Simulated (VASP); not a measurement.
Nb: relaxation of cell and atoms with LDA

Crystal: Nb.

```
CELL_PARAMETERS angstrom
1.66500 1.66500 1.66500
-1.66500 1.66500 1.66500
-1.66500 -1.66500 1.66500
ATOMIC_POSITIONS crystal
Nb 0.00000 0.00000 0.00000
```

```
Program                : VASP 6.6.1
Task                   : relaxation of cell and atoms
Functional             : LDA
Potentials or basis    : VASP PAW LDA potentials, release 64 (Nb_sv)
Cutoff                 : 600 eV
k mesh                 : 9 × 9 × 9
Occupations            : fermi-dirac, width 0.1 eV
Spin                   : no spin polarisation
Dipole correction      : no
Further INCAR settings : ALGO = Normal; EDIFF = 1e-06; IBRION = 2; EDIFFG = -0.02; NSW = 80; ISIF = 3
```

```
Relaxed volume                         : 17.13 Å³/atom
Relaxed cell                           : a = 2.813 Å, b = 2.813 Å, c = 2.813 Å, α = 70.53°, β = 109.47°, γ = 70.53°
Space group after relaxing (to 0.05 Å) : Im-3m (No. 229)
Energy gained by relaxing              : 56.5 meV/atom
Ionic steps                            : 4
Pressure after relaxing                : -0.1 GPa
```

The path:
```csv
step,energy change (eV),largest force (eV/Å),pressure (GPa),volume (Å³)
1,0.0000,0.0000,-12.71,18.46
2,0.1802,0.0000,37.06,14.82
3,-0.0564,0.0000,-0.70,17.18
4,-0.0565,0.0000,-0.09,17.13
```

Final structure:
```yaml
crystal:
  lattice:
    - [1.62387, 1.62387, 1.62387]
    - [-1.62387, 1.62387, 1.62387]
    - [-1.62387, -1.62387, 1.62387]
  atoms:
    - { symbol: Nb, position: [0.00000, 0.00000, 0.00000] }
```

Levels at points of the mesh, in eV from the Fermi level:
```
           k point  band 3  band 4  band 5  band 6  band 7  band 8  band 9  band 10
(0.00, 0.00, 0.00)  -29.39  -29.39   -6.06    0.27    0.27    0.27    3.35     3.35
```

Run time: 14 s on 1 thread of Intel(R) Xeon(R) Platinum 8375C CPU @ 2.90GHz (Ice Lake), on a shared host, peak memory 0.14 GiB.
